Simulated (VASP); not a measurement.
BP, 2 atoms in the cell. It takes space group F-43m (No. 216, cubic). Conventional cell: a = 4.513 Å, b = 4.513 Å, c = 4.513 Å, α = 90.00°, β = 90.00°, γ = 90.00°. Within 2.6 Å of B (site symmetry -43m) lie 4 P at 1.95 Å. Within 2.6 Å of P (site symmetry -43m) lie 4 B at 1.95 Å. 

```yaml
Program: VASP 6.6.1
Task: single point
Functional: LDA
Potentials_or_basis: VASP PAW LDA potentials, release 64 (B, P)
Cutoff: 520 eV
k_mesh: 8 × 8 × 8
Occupations: gaussian, width 0.01 eV
Spin: no spin polarisation
Dipole_correction: no
Further_INCAR_settings: ALGO = Normal; EDIFF = 1e-06; NBANDS = 11
```

Potentials or basis: VASP PAW LDA potentials, release 64 (B, P).

Run with:

```sh
$ cat potpaw_LDA.64/B/POTCAR potpaw_LDA.64/P/POTCAR > POTCAR
$ mpirun -np 1 vasp_std > vasp.out
```

Hardware: 1 thread of Intel Xeon 6975P-C, with other jobs on the host.

Estimate the wall time of this run.

Wall time 2.7 s on 1 thread of Intel Xeon 6975P-C, with other jobs on the host, peak memory 0.12 GiB. Counts: scf iterations 12, k points 29.
